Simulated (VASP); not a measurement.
# SnO in VASP: notebook

Aim: see how the results for SnO move with the level of theory and the settings. Levels: PBE, r2SCAN. Tasks: single point.

Everything below comes from runs of VASP 6.6.1. Logs are shortened: lines on timing, memory, paths and dates and some standing lists are left out, and cuts for length are marked.

## (1) The cell of the first run

The structure is orthorhombic, space group Cmmm (No. 65). Conventional cell: a = 4.349 Å, b = 4.429 Å, c = 3.103 Å, α = 90.00°, β = 90.00°, γ = 90.00°. Within 3.5 Å of Sn (site symmetry mmm) lie 8 O at 2.67 to 2.70 Å and 6 Sn at 3.10 Å. O (site symmetry mmm) has 8 Sn at 2.67 to 2.70 Å and 6 O at 3.10 Å within 3.5 Å.

## (2) Single point, PBE (shear xy strain -1.8%)

INCAR

```
PREC = Accurate ; ENCUT = 520
EDIFF = 1E-7 ; ISMEAR = -1
SIGMA = 0.02 ; LREAL = False
LASPH = True ; NELM = 100
ALGO = Normal ; ISIF = 2
LWAVE = False ; LCHARG = False
GGA = PE ; NBANDS = 17
```

KPOINTS

```
regular mesh
0
Gamma
  8 8 8
```

POSCAR

```
SnO
1.0
    3.1034067830     -0.0280858314      0.0000000000
   -0.0280858314      3.1034067830      0.0000000000
    0.0000000000      0.0000000000      3.1034067830
Sn O
1 1
Direct
    0.0000000000      0.0000000000      0.0000000000
    0.5000000000      0.5000000000      0.5000000000
```

Potentials or basis: VASP PAW PBE potentials, release 64 (Sn_d, O).

Started as:

```sh
cat potpaw_PBE.64/Sn_d/POTCAR potpaw_PBE.64/O/POTCAR > POTCAR
mpirun -np 1 vasp_std > vasp.out
```

OUTCAR:

```text
PREC = Accurate
   ENCUT = 520
   EDIFF = 1E-7
   ISMEAR = -1
   LREAL = False
   LASPH = True
   NELM = 100
   ISIF = 2
   GGA = PE

 ion  position               nearest neighbor table
   1  0.000  0.000  0.000-   2 2.67   2 2.67   2 2.67   2 2.67   2 2.70   2 2.70   2 2.70   2 2.70

   2  0.500  0.500  0.500-   1 2.67   1 2.67   1 2.67   1 2.67   1 2.70   1 2.70   1 2.70   1 2.70

  LATTYP: Found a base centered orthorhombic cell.
 ALAT       =     4.3491605984
 B/A-ratio  =     1.0182653010
 C/A-ratio  =     0.7135645403

  Lattice vectors:

 A1 = (   3.1034067830,  -0.0280858314,   0.0000000000)
 A2 = (  -0.0280858314,   3.1034067830,   0.0000000000)
 A3 = (   0.0000000000,   0.0000000000,   3.1034067830)

Analysis of symmetry for initial positions (statically):
=====================================================================
 Subroutine PRICEL returns:
 Original cell was already a primitive cell.

 Routine SETGRP: Setting up the symmetry group for a
 base centered orthorhombic supercell.

 Subroutine GETGRP returns: Found  8 space group operations
 (whereof  8 operations were pure point group operations)
 out of a pool of  8 trial point group operations.

The static configuration has the point symmetry D_2h.

Analysis of symmetry for dynamics (positions and initial velocities):
=====================================================================
 Subroutine PRICEL returns:
 Original cell was already a primitive cell.

 Routine SETGRP: Setting up the symmetry group for a
 base centered orthorhombic supercell.

 Subroutine GETGRP returns: Found  8 space group operations
 (whereof  8 operations were pure point group operations)
 out of a pool of  8 trial point group operations.

The dynamic configuration has the point symmetry D_2h.

 Subroutine INISYM returns: Found  8 space group operations
 (whereof  8 operations are pure point group operations),
 and found     1 'primitive' translations

----------------------------------------------------------------------------------------

                                     Primitive cell

  volume of cell :      29.8869

  direct lattice vectors                    reciprocal lattice vectors
     3.103406783 -0.028085831  0.000000000     0.322252924  0.002916389  0.000000000
    -0.028085831  3.103406783  0.000000000     0.002916389  0.322252924  0.000000000
     0.000000000  0.000000000  3.103406783     0.000000000  0.000000000  0.322226530

  length of vectors
     3.103533869  3.103533869  3.103406783     0.322266120  0.322266120  0.322226530

  position of ions in fractional coordinates (direct lattice)
     0.000000000  0.000000000  0.000000000
     0.500000000  0.500000000  0.500000000

  ion indices of the primitive-cell ions
   primitive index   ion index
                 1           1
                 2           2

----------------------------------------------------------------------------------------

 KPOINTS: regular mesh

Automatic generation of k-mesh.
 Grid dimensions read from file:
 generate k-points for:    8    8    8

 Generating k-lattice:

  Cartesian coordinates                     Fractional coordinates (reciprocal lattice)
     0.040281615  0.000364549  0.000000000     0.125000000  0.000000000  0.000000000
     0.000364549  0.040281615  0.000000000     0.000000000  0.125000000  0.000000000
     0.000000000  0.000000000  0.040278316     0.000000000  0.000000000  0.125000000

  Length of vectors
     0.040283265  0.040283265  0.040278316

  Shift w.r.t. Gamma in fractional coordinates (k-lattice)
     0.000000000  0.000000000  0.000000000

 Subroutine IBZKPT returns following result:
 ===========================================

 Found    105 irreducible k-points:

 Following reciprocal coordinates:
            Coordinates               Weight
  0.000000  0.000000  0.000000      1.000000
  0.125000 -0.000000  0.000000      4.000000
  0.250000 -0.000000  0.000000      4.000000
  0.375000 -0.000000  0.000000      4.000000
  0.500000 -0.000000  0.000000      2.000000
  0.125000  0.125000  0.000000      2.000000
[... 16 lines left out ...]
  0.125000 -0.000000  0.125000      8.000000
  0.250000 -0.000000  0.125000      8.000000
 [... further k-points ...]
   k-points           NKPTS =    105   k-points in BZ     NKDIM =    105   number of bands    NBANDS=     17
   number of dos      NEDOS =    301   number of ions     NIONS =      2
   total plane-waves  NPLWV =  13824
   dimension x,y,z NGX =    24 NGY =   24 NGZ =   24
   dimension x,y,z NGXF=    48 NGYF=   48 NGZF=   48
   ions per type =               1   1
   NGX,Y,Z   is equivalent  to a cutoff of  12.86, 12.86, 12.86 a.u.
   NGXF,Y,Z  is equivalent  to a cutoff of  25.71, 25.71, 25.71 a.u.
 SYSTEM =  unknown system
   PREC   = accura    normal or accurate (medium, high low for compatibility)
   ISTART =      0    job   : 0-new  1-cont  2-samecut
   ICHARG =      2    charge: 1-file 2-atom 10-const
   ISPIN  =      1    spin polarized calculation?
   LNONCOLLINEAR =      F non collinear calculations
   LSORBIT =      F    spin-orbit coupling
   LASPH  =      T    aspherical Exc in radial PAW
   ENCUT  =  520.0 eV  38.22 Ry    6.18 a.u.   5.77  5.77  5.77*2*pi/ulx,y,z
   NELM   =    100;   NELMIN=  2; NELMDL= -5     # of ELM steps
   EDIFF  = 0.1E-06   stopping-criterion for ELM
   LREAL  =      F    real-space projection
   EDIFFG = 0.1E-05   stopping-criterion for IOM
   NSW    =      0    number of steps for IOM
   IBRION =     -1    ionic relax: 0-MD 1-quasi-New 2-CG
   NFREE  =      0    steps in history (QN), initial steepest desc. (CG)
   ISIF   =      2    stress and relaxation
   ISYM   =      2    0-nonsym 1-usesym 2-fastsym
   POTIM  = 0.5000    time-step for ionic-motion
   TEBEG  =    0.0;   TEEND  =   0.0 temperature during run
   PSTRESS=    0.0 pullay stress
   NELECT =      20.0000    total number of electrons
   NUPDOWN=      -1.0000    fix difference up-down
   EMIN   =  10.00;   EMAX   =-10.00  energy-range for DOS
   EFERMI =   0.00;   METHOD = LEGACY
   ISMEAR =    -1;   SIGMA  =   0.02  broadening in eV -4-tet -1-fermi 0-gaus
   EFERMI_NEDOS =   21; number of points for ismear=-14 and -15
   IALGO  =     38    algorithm
   IMIX   =      4    mixing-type and parameters
     AMIX     =   0.40;   BMIX     =  1.00
     AMIX_MAG =   1.60;   BMIX_MAG =  1.00
  volume/ion in A,a.u.               =      14.94       100.84
  Fermi-wavevector in a.u.,A,eV,Ry     =   1.431939  2.705973 27.898073  2.050451
  Thomas-Fermi vector in A             =   2.551621
   LORBIT       =      0    0 simple, 1 ext, 2 COOP (PROOUT), +10 PAW based schemes
   GGA     = PE    functional components
   LHFCALC =     F    Hartree Fock is set to
   AEXX    =    0.0000 exact exchange contribution
   IVDW    =     0    specifies the selected vdW correction
   LEPSILON=     F    determine dielectric tensor
   LRPA    =     F    only Hartree local field effects (RPA)
 non-spin polarized calculation
  energy-cutoff  :      520.00
  volume of cell :       29.89
 maximum number of plane-waves:       832
   NGX = 11   NGY = 11   NGZ = 11

 number of electron      19.9999992 magnetization

 Free energy of the ion-electron system (eV)
  ---------------------------------------------------
  ext. energy  EPLUGINS =         0.00000000
  ---------------------------------------------------
  free energy    TOTEN  =        -9.82545839 eV

  energy without entropy =       -9.82459835  energy(sigma->0) =       -9.82502837

 E-fermi :   8.5220     XC(G=0): -11.4095

 val. band max:        8.5094230802   @ k =   0.5000  -0.0000   0.1250
 cond. band min:       8.5681246912   @ k =   0.5000  -0.0000   0.1250
 fundamental gap:      0.0587016109
 Fermi energy:         8.5219870786

 k-point     1 :       0.0000    0.0000    0.0000
  band No.  band energies     occupation
      1     -13.3380      2.00000
      2     -13.3378      2.00000
      3     -12.9642      2.00000
      4     -12.9609      2.00000
      5     -12.9571      2.00000
      6      -9.6948      2.00000
[... 9 lines left out ...]
     16      27.6503      0.00000
     17      27.8964      0.00000

 k-point     2 :       0.1250   -0.0000    0.0000
  band No.  band energies     occupation
      1     -13.3355      2.00000
      2     -13.2981      2.00000
      3     -12.9755      2.00000
      4     -12.9749      2.00000
      5     -12.9586      2.00000
      6      -9.6009      2.00000
[... 9 lines left out ...]
     16      26.0934      0.00000
     17      27.1645      0.00000

 k-point     3 :       0.2500   -0.0000    0.0000
  band No.  band energies     occupation
      1     -13.3296      2.00000
      2     -13.2020      2.00000
      3     -13.0087      2.00000
      4     -13.0085      2.00000
      5     -12.9564      2.00000
      6      -9.3590      2.00000
[... 9 lines left out ...]
     16      23.5646      0.00000
     17      26.2746      0.00000

 k-point     4 :       0.3750   -0.0000    0.0000
  band No.  band energies     occupation
      1     -13.3237      2.00000
      2     -13.1058      2.00000
      3     -13.0421      2.00000
      4     -13.0418      2.00000
      5     -12.9537      2.00000
      6      -9.0916      2.00000
[... 9 lines left out ...]
     16      23.7694      0.00000
     17      26.0379      0.00000
[... 343 lines left out ...]
      1     -13.3353      2.00000
      2     -13.2982      2.00000
      3     -12.9781      2.00000
      4     -12.9713      2.00000
      5     -12.9597      2.00000
      6      -9.6009      2.00000
[... 9 lines left out ...]
     16      26.1326      0.00000
     17      26.9968      0.00000

 k-point    23 :       0.1250   -0.0000    0.1250
  band No.  band energies     occupation
      1     -13.3146      2.00000
      2     -13.2763      2.00000
      3     -12.9924      2.00000
      4     -12.9743      2.00000
      5     -12.9720      2.00000
      6      -9.5068      2.00000
[... 9 lines left out ...]
     16      24.7333      0.00000
     17      26.4894      0.00000

 k-point    24 :       0.2500   -0.0000    0.1250
  band No.  band energies     occupation
      1     -13.3021      2.00000
      2     -13.1858      2.00000
      3     -13.0326      2.00000
      4     -13.0068      2.00000
      5     -12.9699      2.00000
      6      -9.2659      2.00000
[... 9 lines left out ...]
     16      23.0984      0.00000
     17      25.7007      0.00000

 [... further k-points ...]
[... 5 lines left out ...]
  --------------------------------------------------------------------------------------
  -------------------------------------------------------------------------------------
  Total        0.5562380      0.5562380      0.5582325     -0.0431480      0.0000000      0.0000000
  in kB       29.8188384     29.8188384     29.9257582     -2.3130817      0.0000000      0.0000000
  external PRESSURE =      29.8544783 kB  Pullay stress =       0.0000000 kB

 VOLUME and BASIS-vectors are now :
 -----------------------------------------------------------------------------
  energy-cutoff  :      520.00
  volume of cell :       29.89
      direct lattice vectors                 reciprocal lattice vectors
     3.103406783 -0.028085831  0.000000000     0.322252924  0.002916389  0.000000000
    -0.028085831  3.103406783  0.000000000     0.002916389  0.322252924  0.000000000
     0.000000000  0.000000000  3.103406783     0.000000000  0.000000000  0.322226530

 POSITION                                       TOTAL-FORCE (eV/Angst)
 -----------------------------------------------------------------------------------
      0.00000      0.00000      0.00000        -0.000000      0.000000      0.000000
      1.53766      1.53766      1.55170         0.000000      0.000000      0.000000
 -----------------------------------------------------------------------------------
    total drift:                                0.000000      0.000000     -0.000000

  FREE ENERGIE OF THE ION-ELECTRON SYSTEM (eV)
  ---------------------------------------------------
  free  energy   TOTEN  =        -9.8254583893 eV

  energy  without entropy=       -9.8245983526  energy(sigma->0) =       -9.82502837
```

It took 68 s on 1 thread of AMD EPYC 7R13, shared host; peak memory 0.15 GiB.

Results:

```yaml
Free_energy: -9.8255 eV
Pressure: 3.0 GPa
Band_gap_on_the_k_mesh: zero (band 10 reaches 8.51 eV, above the bottom of band 11 at 8.27 eV)
```

Stress tensor (GPa, compression positive):
```
 2.98 -0.23  0.00
-0.23  2.98  0.00
 0.00  0.00  2.99
```

Caveat: the cell differs from its parent crystal (shear xy strain -1.8%); spin-orbit coupling is left out, which moves the levels of the heavy elements.

## (3) Single point, r2SCAN (biaxial xy strain +5.1%)

POSCAR

```
SnO
1.0
    3.2607495069      0.0000000000      0.0000000000
    0.0000000000      3.2607495069      0.0000000000
    0.0000000000      0.0000000000      3.1034067830
Sn O
1 1
Direct
    0.0000000000      0.0000000000      0.0000000000
    0.5000000000      0.5000000000      0.5000000000
```

INCAR.step1

```
SYSTEM = SnO
PREC = Accurate ; ENCUT = 520
ISMEAR = -1 ; SIGMA = 0.02
LREAL = .False. ; LASPH = .True.
NELM = 80 ; NBANDS = 17
GGA = PE ; ALGO = Normal
EDIFF = 1E-4 ; LWAVE = .True.
LCHARG = .False.
```

INCAR.step2

```
SYSTEM = SnO
PREC = Accurate ; ENCUT = 520
EDIFF = 1E-6 ; ISMEAR = -1
SIGMA = 0.02 ; LREAL = .False.
LASPH = .True. ; NELM = 80
ALGO = Normal ; ISIF = 2
LWAVE = .False. ; LCHARG = .False.
METAGGA = R2SCAN ; LMIXTAU = .True.
NBANDS = 17 ; ISTART = 1
```

KPOINTS

```
regular mesh
0
Gamma
  8 8 8
  0 0 0
```

Potentials or basis: VASP PAW PBE potentials, release 64 (Sn_d, O).

Started as:

```sh
cat potpaw_PBE.64/Sn_d/POTCAR potpaw_PBE.64/O/POTCAR > POTCAR
cp INCAR.step1 INCAR
mpirun -np 1 vasp_std > vasp.out
cp INCAR.step2 INCAR
mpirun -np 1 vasp_std > vasp.out
```

Run time: 3.7 min. Hardware: 1 thread of AMD EPYC 7R13, shared host; peak memory 0.14 GiB.

Results (log left out):

```yaml
Free_energy: -31.4790 eV
Pressure: -8.8 GPa
Band_gap_on_the_k_mesh: zero (band 10 reaches 6.97 eV, above the bottom of band 11 at 6.72 eV)
```

Stress tensor (GPa, compression positive):
```
-10.67   0.00   0.00
  0.00 -10.67   0.00
  0.00   0.00  -4.98
```

Levels at points of the mesh, in eV from the Fermi level:
```tsv
k point	band 7	band 8	band 9	band 10	band 11	band 12	band 13	band 14
(0.00, 0.00, 0.00)	-7.60	-2.42	-2.42	-1.92	7.53	7.53	8.17	8.51
(0.50, 0.00, 0.00)	-8.71	-1.71	-1.37	-0.65	0.31	6.45	7.93	11.32
(0.50, 0.50, 0.00)	-5.33	-5.05	-5.05	-1.26	3.71	3.71	9.48	10.15
(0.00, 0.00, 0.50)	-8.15	-1.64	-1.64	-1.21	0.33	6.99	6.99	11.32
(0.50, 0.00, 0.50)	-4.99	-4.82	-4.57	-1.52	3.00	3.71	8.80	9.17
(0.50, 0.50, 0.50)	-3.03	-2.95	-2.95	-1.78	-0.21	0.58	0.58	12.36
```

Caveat: the cell differs from its parent crystal (biaxial xy strain +5.1%); the PAW data sets were made with another functional, which shifts forces and pressure a little; spin-orbit coupling is left out, which moves the levels of the heavy elements.
